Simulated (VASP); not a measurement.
Crystal: P.

```
CELL_PARAMETERS angstrom
0.00000 3.24828 5.23864
1.56777 0.00000 5.23864
1.56777 3.24828 0.00000
ATOMIC_POSITIONS crystal
P 0.81733 0.81733 0.18267
P 0.06733 0.06733 0.43267
P 0.18267 0.18267 0.81733
P 0.43267 0.43267 0.06733
```

The cell was built from a structure type or drawn by symmetry, and may not be a known phase.

- Program: VASP 6.6.1
- Task: relaxation of cell and atoms
- Functional: PBE
- Potentials or basis: VASP PAW PBE potentials, release 64 (P)
- Cutoff: 600 eV
- k mesh: 6 × 6 × 6
- Occupations: gaussian, width 0.1 eV
- Spin: no spin polarisation

At the start: pressure 32.1 GPa; volume 13.34 Å³/atom.

**Question.** Where does the relaxation end?

**Answer.** Over 37 steps the energy falls by 496.0 meV/atom and the volume is 22.62 Å³/atom (+69.6 %); space group Fddd (No. 70, to 0.1 Å) before and after.

Step by step:
| step | energy change (eV) | largest force (eV/Å) | pressure (GPa) | volume (Å³) |
| --- | --- | --- | --- | --- |
| 1 | 0.0000 | 1.1706 | 32.05 | 53.36 |
| 2 | -1.3451 | 0.4139 | -4.17 | 76.63 |
| 3 | -1.4478 | 0.2601 | 0.85 | 69.60 |
| 4 | -1.4485 | 0.2827 | 0.39 | 70.18 |
| 5 | -1.4662 | 0.2602 | 0.28 | 70.72 |
| 6 | -1.5174 | 0.2034 | -0.76 | 72.34 |
| 7 | -1.6551 | 0.2970 | -1.71 | 75.59 |
| 8 | -1.6160 | 1.8360 | 4.80 | 82.15 |
| 9 | -1.7516 | 0.0473 | -0.84 | 77.55 |
| 10 | -1.7696 | 0.7335 | 1.44 | 79.85 |
| 11 | -1.7800 | 0.3548 | 0.36 | 78.90 |
| 12 | -1.7855 | 0.3919 | 0.49 | 79.07 |
| 13 | -1.7985 | 0.5179 | 0.91 | 79.59 |
| 14 | -1.8066 | 0.8255 | 1.97 | 80.62 |
| 15 | -1.8241 | 0.7842 | 1.88 | 80.93 |
| 16 | -1.8701 | 0.6595 | 1.67 | 81.88 |
| 17 | -1.9361 | 0.3873 | 1.38 | 83.74 |
| 18 | -1.9570 | 0.2250 | 0.85 | 87.39 |
| 19 | -1.9665 | 0.0059 | 0.94 | 86.22 |
| 20 | -1.9667 | 0.0197 | 0.96 | 86.08 |
| 21 | -1.9696 | 0.0487 | 0.51 | 86.47 |
| 22 | -1.9707 | 0.1377 | -0.09 | 87.01 |
| 23 | -1.9707 | 0.1270 | -0.01 | 86.94 |
| 24 | -1.9715 | 0.0963 | 0.01 | 87.03 |
| 25 | -1.9724 | 0.0256 | 0.07 | 87.24 |
| 26 | -1.9724 | 0.0147 | 0.07 | 87.27 |
| 27 | -1.9732 | 0.0098 | 0.11 | 87.40 |
| 28 | -1.9755 | 0.0076 | 0.22 | 87.79 |
| 29 | -1.9797 | 0.0672 | 0.45 | 88.58 |
| 30 | -1.9785 | 0.2804 | 0.97 | 90.14 |
| 31 | -1.9811 | 0.1577 | 0.67 | 89.26 |
| 32 | -1.9816 | 0.1492 | 0.63 | 89.38 |
| 33 | -1.9827 | 0.1243 | 0.49 | 89.73 |
| 34 | -1.9837 | 0.0771 | 0.24 | 90.44 |
| 35 | -1.9838 | 0.0650 | 0.17 | 90.63 |
| 36 | -1.9839 | 0.0526 | 0.13 | 90.59 |
| 37 | -1.9841 | 0.0158 | 0.01 | 90.47 |

Final structure:
```
P
1.0
     0.00000    3.90453    7.23162
     1.60212    0.00000    7.23162
     1.60212    3.90453    0.00000
P
4
Direct
  0.79812 0.79812 0.20188
  0.04812 0.04812 0.45188
  0.20188 0.20188 0.79812
  0.45188 0.45188 0.04812
```

Caveat: the k points lie up to 0.36 Å⁻¹ apart in the final cell, too coarse for converged energies and pressures of a metal; the volume moved by over 15 % at a fixed basis, so the end points are rough.
